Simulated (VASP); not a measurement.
Crystal: NaH6Os2.

```
Na H Os
1.0
    -1.53773    3.25923    4.14468
     1.53773   -3.25923    4.14468
     1.53773    3.25923   -4.14468
Na H Os
1 6 2
Cartesian
  0.0000 3.2592 0.0000
  0.0000 2.3527 4.1447
  1.5377 0.9065 0.0000
  0.0000 1.7217 5.7789
  0.0000 1.7217 2.5105
  1.5377 1.5376 1.6342
  1.5377 1.5376 -1.6342
  0.0000 0.0000 7.0070
  0.0000 0.0000 1.2824
```

The cell was generated, and may not be a known phase.

| Property | Result |
| --- | --- |
| Program | VASP 6.6.1 |
| Task | relaxation of cell and atoms |
| Functional | PBE |
| Potentials or basis | VASP PAW PBE potentials, release 64 (Na_pv, H, Os) |
| Cutoff | 600 eV |
| k mesh | 6 × 6 × 6 |
| Occupations | gaussian, width 0.1 eV |
| Spin | no spin polarisation |

At the start: pressure -17.8 GPa; volume 9.23 Å³/atom.

Q: Where does the relaxation end?

A: Over 20 steps the energy falls by 254.8 meV/atom and the volume is 7.63 Å³/atom (-17.3 %); space group Immm (No. 71, to 0.1 Å) before and after.

The path:
```tsv
step	energy change (eV)	largest force (eV/Å)	pressure (GPa)	volume (Å³)
1	0.0000	0.6376	-17.80	83.09
2	-1.3515	0.9341	-4.47	71.27
3	-1.5004	0.9892	3.92	67.32
4	-1.7698	0.4640	2.25	67.30
5	-1.8099	0.8325	2.34	67.24
6	-1.7664	1.4955	3.88	67.04
7	-1.8129	1.0146	2.54	67.20
8	-2.0170	0.8088	-0.35	68.59
9	-2.1714	0.5252	-3.84	70.81
10	-2.2276	0.2822	2.81	68.22
11	-2.2322	0.2330	1.29	68.75
12	-2.2578	0.1670	0.52	69.08
13	-2.2699	0.3160	-0.31	69.50
14	-2.2866	0.0410	-0.68	69.50
15	-2.2867	0.0427	-0.70	69.50
16	-2.2898	0.0508	0.39	68.88
17	-2.2899	0.0558	0.63	68.78
18	-2.2921	0.0469	0.24	68.74
19	-2.2925	0.0421	-0.01	68.71
20	-2.2934	0.0336	-0.14	68.70
```

Final structure:
```yaml
crystal:
  lattice:
    - [-1.39894, 2.58346, 4.75216]
    - [1.39894, -2.58346, 4.75216]
    - [1.39894, 2.58346, -4.75216]
  atoms:
    - { symbol: Na, position: [0.50000, 0.00000, 0.50000] }
    - { symbol: H, position: [0.88375, 0.50000, 0.38375] }
    - { symbol: H, position: [0.11625, 0.50000, 0.61625] }
    - { symbol: H, position: [0.93627, 0.67673, 0.25954] }
    - { symbol: H, position: [0.58282, 0.32327, 0.25954] }
    - { symbol: H, position: [0.41718, 0.67673, 0.74046] }
    - { symbol: H, position: [0.06373, 0.32327, 0.74046] }
    - { symbol: Os, position: [0.84630, 0.84630, 0.00000] }
    - { symbol: Os, position: [0.15370, 0.15370, 0.00000] }
```

Caveat: the k points lie up to 0.39 Å⁻¹ apart in the final cell, too coarse for converged energies and pressures of a metal; the volume moved by over 15 % at a fixed basis, so the end points are rough; an odd number of electrons without spin polarisation forces a metal; a magnetic or distorted state may lie lower.
